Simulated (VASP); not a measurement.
Crystal: TaCo.

```
CELL_PARAMETERS angstrom
3.06840 0.00000 0.00000
0.00000 3.06840 0.00000
0.00000 0.00000 3.06840
ATOMIC_POSITIONS crystal
Ta 0.00000 0.00000 0.00000
Co 0.50000 0.50000 0.50000
```

Base run:

| Quantity | Value |
| --- | --- |
| Program | VASP 6.6.1 |
| Functional | PBEsol |
| Potentials or basis | VASP PAW PBE potentials, release 64 (Ta_pv, Co) |
| Cutoff | 600 eV |
| k mesh | 6 × 6 × 6 |
| Occupations | gaussian, width 0.1 eV |
| Spin | collinear spin, ferromagnetic start |
| Starting moments | [0.0, 3.2] μB |

Its results: pressure -6.1 GPa; net moment 1.80 μB per cell; site moments Ta +0.28; Co +1.44 μB.

Task: After a change of settings the same cell gave: pressure -7.5 GPa; net moment 1.13 μB per cell; site moments Ta +0.03; Co +1.12 μB. Which change was it?
A. k mesh from 6 × 6 × 6 to 4 × 4 × 4
B. k mesh from 6 × 6 × 6 to 3 × 3 × 3
C. k mesh from 6 × 6 × 6 to 5 × 5 × 5

Result: B.

Caveats: some runs use coarse meshes; the PAW data sets were made with another functional, which shifts forces and pressure a little; the cell stands under tension (at least some runs).
